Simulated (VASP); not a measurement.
Here is a VASP 6.6.1 calculation.

Contents of INCAR:

```
ALGO = Fast
EDIFF = 1E-6
EDIFFG = -0.01
ENCUT = 600
GGA = PE
IBRION = 2
ISIF = 3
ISMEAR = 0
LASPH = True
LCHARG = False
LREAL = False
LWAVE = False
NELM = 80
NSW = 100
PREC = Accurate
SIGMA = 0.1
```

File KPOINTS:

```
k-points
0
Gamma
  14 14 14
```

The input POSCAR:

```
Pt
1.0
    0.0000000000      3.0354746692      3.0354746692
    3.0354746692      0.0000000000      3.0354746692
    3.0354746692      3.0354746692      0.0000000000
Pt
3
Direct
    0.0000000000      0.0000000000      0.0000000000
    0.7500000000      0.7500000000      0.7500000000
    0.2500000000      0.2500000000      0.2500000000
```

Potentials or basis: VASP PAW PBE potentials, release 64 (Pt).

Run with:

```console
$ cat potpaw_PBE.64/Pt/POTCAR > POTCAR
$ mpirun -np 1 vasp_std > vasp.out
```

Question: What does it give for the relaxed volume?

Answer: 18.61 Å³/atom.

Question: Estimate the relaxed cell.

Answer: a = 4.290 Å, b = 4.290 Å, c = 4.290 Å, α = 60.00°, β = 60.00°, γ = 60.00°.

Question: Predict the band gap on the k mesh.

Answer: Zero (bands 15 and 16 overlap by 0.82 eV).

Question: Estimate the space group after relaxing (to 0.1 Å).

Answer: Fm-3m (No. 225).

The path:
```csv
step,energy change (eV),largest force (eV/Å),pressure (GPa),volume (Å³)
1,0.0000,0.0000,-0.36,55.94
2,0.0004,0.0000,0.79,55.60
3,-0.0001,0.0000,0.00,55.82
```

Caveat: spin-orbit coupling is left out, which moves the levels of the heavy elements.
